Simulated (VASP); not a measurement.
Here is a VASP 6.6.1 calculation.

Contents of INCAR:

```
SYSTEM = Ge
PREC     = Accurate       ! precision mode
ENCUT    = 520            ! plane-wave cutoff, eV
EDIFF    = 1E-6           ! SCF threshold, eV
ISMEAR   = 0              ! smearing method
SIGMA    = 0.15           ! smearing width, eV
LREAL    = .False.        ! projectors in reciprocal space
LASPH    = .True.         ! aspherical terms in the spheres
NELM     = 80             ! most SCF steps
ALGO     = Normal         ! electronic algorithm
ISIF     = 2              ! what is computed and relaxed
LWAVE    = .False.        ! write WAVECAR
LCHARG   = .True.         ! write CHGCAR
GGA      = PS             ! functional
LELF     = .True.         ! ELF
LVHAR    = .True.       
NBANDS   = 36             ! bands
```

File KPOINTS:

```
regular mesh
0
Gamma
  14 14 14
  0 0 0
```

File POSCAR:

```
Ge
1.0
    0.0000000000      2.9314683247      4.6697564013
    2.6856843241      0.0000000000      4.6697564013
    2.6856843241      2.9314683247      0.0000000000
Ge
4
Direct
    0.7763173170      0.7763173170      0.2236826830
    0.2236826830      0.2236826830      0.7763173170
    0.2727382667      0.7272617333      0.2727382667
    0.7272617333      0.2727382667      0.7272617333
```

Potentials or basis: VASP PAW PBE potentials, release 64 (Ge_d).

Run with:

```bash
$ cat potpaw_PBE.64/Ge_d/POTCAR > POTCAR
$ mpirun -np 1 vasp_std > vasp.out
```

What does it give for the largest force?

0.296 eV/Å.

Estimate the band gap on the k mesh.

zero (bands 28 and 29 overlap by 3.32 eV).

Stress tensor (GPa, compression positive):
```
-4.68  0.00  0.00
 0.00  0.88  0.00
 0.00  0.00  5.16
```

Caveat: the stress differs along the axes, from -5 to 5 GPa; the PAW data sets were made with another functional, which shifts forces and pressure a little.
